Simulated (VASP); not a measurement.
Set up this calculation in VASP 6.6.1, as the native input.

| Item | Value |
| --- | --- |
| Task | single point |
| Functional | PBEsol |
| Potentials or basis | VASP PAW PBE potentials, release 64 (Sc_sv, Al) |
| Cutoff | 520 eV |
| k mesh | 12 × 12 × 12 |
| Occupations | fermi-dirac, width 0.15 eV |
| Spin | no spin polarisation |
| Dipole correction | no |
| Further INCAR settings | ALGO = Normal; EDIFF = 1e-06; NBANDS = 14 |

The structure of ScAl lies in POSCAR:

```
ScAl
1.0
    3.3478901146      0.0000000000      0.0000000000
    0.0000000000      3.3478901146      0.0000000000
    0.0000000000      0.0000000000      3.3478901146
Sc Al
1 1
Direct
    0.5000000000      0.5000000000      0.5000000000
    0.0000000000      0.0000000000      0.0000000000
```

The input as run:

INCAR

```
SYSTEM = ScAl
PREC = Accurate
ENCUT = 520
EDIFF = 1E-6
ISMEAR = -1
SIGMA = 0.15
LREAL = .FALSE.
LASPH = .TRUE.
NELM = 80
ALGO = Normal
ISIF = 2
LWAVE = .FALSE.
LCHARG = .FALSE.
GGA = PS
NBANDS = 14
```

KPOINTS

```
Automatic mesh
0
G
  12 12 12
  0 0 0
```

Potentials or basis: VASP PAW PBE potentials, release 64 (Sc_sv, Al).

Command:

```sh
$ cat potpaw_PBE.64/Sc_sv/POTCAR potpaw_PBE.64/Al/POTCAR > POTCAR
$ mpirun -np 1 vasp_std > vasp.out
```

Results of the run:

* Pressure: 0.1 GPa
* Band gap on the k mesh: zero (band 7 reaches 6.46 eV, above the bottom of band 8 at 5.27 eV)

Caveat: the PAW data sets were made with another functional, which shifts forces and pressure a little.

Run time: 87 s on 1 thread of AMD EPYC 7R13, on a shared host, peak memory 0.16 GiB.
